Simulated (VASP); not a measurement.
Input of a VASP 6.6.1 run:

Contents of INCAR:

```
SYSTEM = Ca
  ALGO = Normal
  EDIFF = 1E-6
  ENCUT = 520
  GGA = PS
  ISIF = 2
  ISMEAR = -1
  LASPH = .True.
  LCHARG = .False.
  LREAL = .False.
  LWAVE = .False.
  NBANDS = 11
  NELM = 60
  PREC = Accurate
  SIGMA = 0.05
```

The input KPOINTS:

```
k-points
0
Gamma
  5 5 5
  0 0 0
```

The input POSCAR:

```
Ca
1.0
   -2.2052049036      2.2052049036      2.1961148100
    2.2052049036     -2.2052049036      2.1961148100
    2.2052049036      2.2052049036     -2.1961148100
Ca
1
Direct
    0.5000000000      0.5000000000      0.0000000000
```

Potentials or basis: VASP PAW PBE potentials, release 64 (Ca_sv).

Run with:

```bash
$ cat potpaw_PBE.64/Ca_sv/POTCAR > POTCAR
$ mpirun -np 1 vasp_std > vasp.out
```

Q: Estimate the pressure.

A: -0.9 GPa.

Q: Estimate the band gap on the k mesh.

A: Zero (band 5 reaches 2.03 eV, above the bottom of band 6 at 1.90 eV).

Caveat: the k points lie up to 0.40 Å⁻¹ apart; the PAW data sets were made with another functional, which shifts forces and pressure a little.
